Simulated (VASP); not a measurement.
Write the native input for VASP 6.6.1 that does the following.

```
Task                   : single point
Functional             : r2SCAN
Potentials or basis    : VASP PAW PBE potentials, release 64 (Hf_pv, O)
Cutoff                 : 520 eV
k mesh                 : 6 × 6 × 6
Occupations            : gaussian, width 0.1 eV
Spin                   : no spin polarisation
Dipole correction      : no
Further INCAR settings : ALGO = Normal; EDIFF = 1e-06; NBANDS = 18
```

HfO2:

```
Hf O
1.0
     0.00000    2.55750    2.55750
     2.55750    0.00000    2.55750
     2.55750    2.55750    0.00000
Hf O
1 2
Direct
  0.00000 0.00000 0.00000
  0.25000 0.25000 0.25000
  0.75000 0.75000 0.75000
```

One way to write it, as run:

POSCAR

```
HfO2
1.0
    0.0000000000      2.5575000000      2.5575000000
    2.5575000000      0.0000000000      2.5575000000
    2.5575000000      2.5575000000      0.0000000000
Hf O
1 2
Direct
    0.0000000000      0.0000000000      0.0000000000
    0.2500000000      0.2500000000      0.2500000000
    0.7500000000      0.7500000000      0.7500000000
```

INCAR.step1

```
SYSTEM = HfO2
PREC = Accurate
ENCUT = 520
ISMEAR = 0
SIGMA = 0.1
LREAL = .FALSE.
LASPH = .TRUE.
NELM = 80
NBANDS = 18
GGA = PE
ALGO = Normal
EDIFF = 1E-4
LWAVE = .TRUE.
LCHARG = .FALSE.
```

INCAR.step2

```
SYSTEM = HfO2
PREC = Accurate
ENCUT = 520
EDIFF = 1E-6
ISMEAR = 0
SIGMA = 0.1
LREAL = .FALSE.
LASPH = .TRUE.
NELM = 80
ALGO = Normal
ISIF = 2
LWAVE = .FALSE.
LCHARG = .FALSE.
METAGGA = R2SCAN
LMIXTAU = .TRUE.
NBANDS = 18
ISTART = 1
```

KPOINTS

```
regular mesh
0
G
  6 6 6
  0 0 0
```

Potentials or basis: VASP PAW PBE potentials, release 64 (Hf_pv, O).

Run with:

```bash
$ cat potpaw_PBE.64/Hf_pv/POTCAR potpaw_PBE.64/O/POTCAR > POTCAR
$ cp INCAR.step1 INCAR
$ mpirun -np 1 vasp_std > vasp.out
$ cp INCAR.step2 INCAR
$ mpirun -np 1 vasp_std > vasp.out
```

Results of the run:

```yaml
Pressure: -12.1 GPa
Band_gap_on_the_k_mesh: 4.21 eV, direct
```

Caveat: the PAW data sets were made with another functional, which shifts forces and pressure a little; spin-orbit coupling is left out, which moves the levels of the heavy elements.

Run time: 27 s on 1 thread of Intel(R) Xeon(R) 6975P-C (Granite Rapids) (shared host), peak memory 0.16 GiB.
